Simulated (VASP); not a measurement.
Write the native input for VASP 6.6.1 that does the following.

```yaml
Task: single point
Functional: LDA
Potentials_or_basis: VASP PAW LDA potentials, release 64 (Ga_d, N)
Cutoff: 600 eV
k_mesh: 10 × 10 × 10
Occupations: gaussian, width 0.01 eV
Spin: no spin polarisation
Dipole_correction: no
Further_INCAR_settings: ALGO = Normal; EDIFF = 1e-06; NBANDS = 16
```

The structure of GaN lies in POSCAR:

```
GaN
1.0
    0.0000000000      2.1776565533      2.1776565533
    2.1776565533      0.0000000000      2.1776565533
    2.1776565533      2.1776565533      0.0000000000
Ga N
1 1
Direct
    0.0000000000      0.0000000000      0.0000000000
    0.7500000000      0.7500000000      0.7500000000
```

One way to write it, as run:

INCAR

```
PREC     = Accurate       # precision mode
ENCUT    = 600            # plane-wave cutoff, eV
EDIFF    = 1E-6           # SCF threshold, eV
ISMEAR   = 0              # smearing method
SIGMA    = 0.01           # smearing width, eV
LREAL    = F              # projectors in reciprocal space
LASPH    = T              # aspherical terms in the spheres
NELM     = 120            # most SCF steps
ALGO     = Normal         # electronic algorithm
ISIF     = 2              # what is computed and relaxed
LWAVE    = F              # write WAVECAR
LCHARG   = T              # write CHGCAR
LELF     = T              # ELF
LVHAR    = T            
NBANDS   = 16             # bands
GGA_COMPAT= F
```

KPOINTS

```
regular mesh
0
Gamma
  10 10 10
```

Potentials or basis: VASP PAW LDA potentials, release 64 (Ga_d, N).

Run with:

```console
$ cat potpaw_LDA.64/Ga_d/POTCAR potpaw_LDA.64/N/POTCAR > POTCAR
$ mpirun -np 1 vasp_std > vasp.out
```

It gave:

The pressure is 17.3 GPa and the band gap on the k mesh is 2.41 eV.

Caveat: the cell stands under pressure.

Wall time 39 s on 1 thread of Intel Xeon 8259CL, on a shared host, peak memory 0.15 GiB.
